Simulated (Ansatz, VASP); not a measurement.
**Ba2TeOsO6 in VASP and in Ansatz**

```
CELL_PARAMETERS angstrom
0.00000 5.67065 0.00000
5.67065 0.00000 0.00000
2.83532 2.83532 -4.38341
ATOMIC_POSITIONS crystal
Os 0.00000 0.00000 0.00000
O 0.24400 0.26300 0.00000
O 0.26300 0.75600 0.00000
O 0.75600 0.73700 0.00000
O 0.73700 0.24400 0.00000
O 0.28100 0.28100 0.43800
O 0.71900 0.71900 0.56200
Te 0.50000 0.50000 0.00000
Ba 0.75000 0.25000 0.50000
Ba 0.25000 0.75000 0.50000
```

Alike in both runs: task single point; functional PBE; k mesh 6 × 6 × 6; no spin polarisation.

|  | VASP | Ansatz |
| --- | --- | --- |
| version | VASP 6.6.1 | Ansatz 0.2.0 |
| potentials or method | VASP PAW PBE potentials, release 64 (Os, O, Te, Ba_sv), cutoff 520 eV | PAW plane waves |
| occupations | methfessel-paxton of order 1, width 0.0159 eV | cold, width 0.0159 eV |
| valence electrons in the cell | 70 | 88 |

Ansatz gave:

```
pressure (GPa)                     : 9.4
rms of the force components (eV/Å) : 0.837
```

Task: Estimate VASP's values.

Result: Pressure (GPa): 10.7; rms of the force components (eV/Å): 0.805.

VASP's potentials hold 70 valence electrons a cell and Ansatz's 88, so a difference there can come from the potentials and not from the codes.

Spin-orbit coupling is off throughout.
